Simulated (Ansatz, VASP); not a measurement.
# Two plane-wave programs on BPd4

The input POSCAR:

```
BPd4
1.0
    2.8459925321      0.0000000000      0.0000000000
    0.0000000000      4.2955224239      0.0000000000
    0.0000000000      0.0000000000      5.7630899148
B Pd
1 4
Direct
    0.5000000000      0.0000000000      0.8632270000
    0.5000000000      0.5000000000      0.8675610000
    0.0000000000      0.5000000000      0.3291640000
    0.0000000000      0.0000000000      0.6194700000
    0.5000000000      0.0000000000      0.1975780000
```

File INCAR.step1:

```
PREC = Accurate
ENCUT = 520
ISMEAR = 0
SIGMA = 0.1
LREAL = False
LASPH = True
NELM = 80
NBANDS = 30
GGA = PE
ALGO = Normal
EDIFF = 1E-4
LWAVE = True
LCHARG = False
```

The input INCAR.step2:

```
PREC = Accurate
ENCUT = 520
EDIFF = 1E-6
ISMEAR = 0
SIGMA = 0.1
LREAL = False
LASPH = True
NELM = 80
ALGO = Normal
ISIF = 2
LWAVE = False
LCHARG = True
METAGGA = R2SCAN
LMIXTAU = True
LELF = True
LVHAR = True
NBANDS = 30
ISTART = 1
```

The input KPOINTS:

```
Automatic mesh
0
Gamma
  6 4 4
```

Input for Ansatz:

```yaml
crystal:
  lattice:
    - [2.8459925321, 0.0, 0.0]
    - [0.0, 4.2955224239, 0.0]
    - [0.0, 0.0, 5.7630899148]
  atoms:
    - { symbol: B, position: [0.5, 0.0, 0.863227] }
    - { symbol: Pd, position: [0.5, 0.5, 0.867561] }
    - { symbol: Pd, position: [0.0, 0.5, 0.329164] }
    - { symbol: Pd, position: [0.0, 0.0, 0.61947] }
    - { symbol: Pd, position: [0.5, 0.0, 0.197578] }
basis:
  ecutwfc: 500
kpoints:
  mp_grid: { grid: [6, 4, 4] }
  band_path: { path: [[0, 0, 0], [0.5, 0, 0], [0.5, 0.5, 0.5]], npoints: 8 }
hamiltonian:
  xc: r2scan
scf:
  occupations: { method: gaussian, width: 0.1 }
  max_iter: 96
output:
  forces: true
  stress: true
  eigenvalues: true
```

Alike in both runs: task single point; functional r2SCAN; k mesh 6 × 4 × 4; occupations gaussian, width 0.1 eV; no spin polarisation.

```csv
,VASP,Ansatz
version,VASP 6.6.1,Ansatz 0.2.0
potentials or method,"VASP PAW PBE potentials, release 64 (B, Pd), cutoff 520 eV","scalar-relativistic, plane waves, PAW"
valence electrons in the cell,43,75
```

```csv
,VASP,Ansatz,Ansatz less VASP
gap on the k mesh at the Fermi level (eV),none,none,-
pressure (GPa),4.1,3.2,-0.85
"traceless stress, the component that is largest in VASP (GPa)",-1.48,-1.34,+0.141
rms of the force components (eV/Å),0.092,0.092,-0.0004
```

VASP's potentials were made for PBE, not for r2SCAN. Atom by atom the forces differ by 0.031 eV/Å (rms over components). A gap of «none» marks a metal or a gap that the smearing closes. VASP's potentials hold 43 valence electrons a cell and Ansatz's 75, so a difference there can come from the potentials and not from the codes.

The k mesh is coarse, so the values compare programs but aren't converged.
